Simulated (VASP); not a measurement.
**Sb: single point with PBE**

Crystal: Sb.

```xyz
2
Lattice="2.1076 1.2168 3.7440 -2.1076 1.2168 3.7440 0.0000 -2.4336 3.7440" Properties=species:S:1:pos:R:3 pbc="T T T"
Sb    0.0000    0.0000    2.6242
Sb    0.0000    0.0000    8.6078
```

This cell differs from its parent crystal: equal xx and yy strain of -2 %.

```json
{"Program": "VASP 6.6.1", "Task": "single point", "Functional": "PBE", "Potentials or basis": "VASP PAW PBE potentials, release 64 (Sb)", "Cutoff": "520 eV", "k mesh": "9 × 9 × 9", "Occupations": "fermi-dirac, width 0.05 eV", "Spin": "no spin polarisation", "Dipole correction": "no", "Further INCAR settings": "ALGO = Normal; EDIFF = 1e-06; NBANDS = 12"}
```

```yaml
Pressure: 6.2 GPa
Largest_force: 0.484 eV/Å
Band_gap_on_the_k_mesh: zero (band 5 reaches 8.02 eV, above the bottom of band 6 at 7.91 eV)
```

Forces on the atoms (eV/Å):
```
Sb   0.000  0.000  0.484
Sb   0.000  0.000 -0.484
```

Stress tensor (GPa, compression positive):
```
6.77 0.00 0.00
0.00 6.77 0.00
0.00 0.00 5.05
```

Levels at points of the mesh, in eV from the Fermi level:
```tsv
k point	band 3	band 4	band 5	band 6	band 7	band 8
(0.00, 0.00, 0.00)	-2.38	-1.87	-1.87	2.03	2.71	2.71
```

Wall time 35 s on 1 thread of AMD EPYC 9R14 (Zen 4), on a shared host, peak memory 0.19 GiB.

Caveat: the cell differs from its parent crystal (equal xx and yy strain of -2 %); spin-orbit coupling is left out, which moves the levels of the heavy elements.
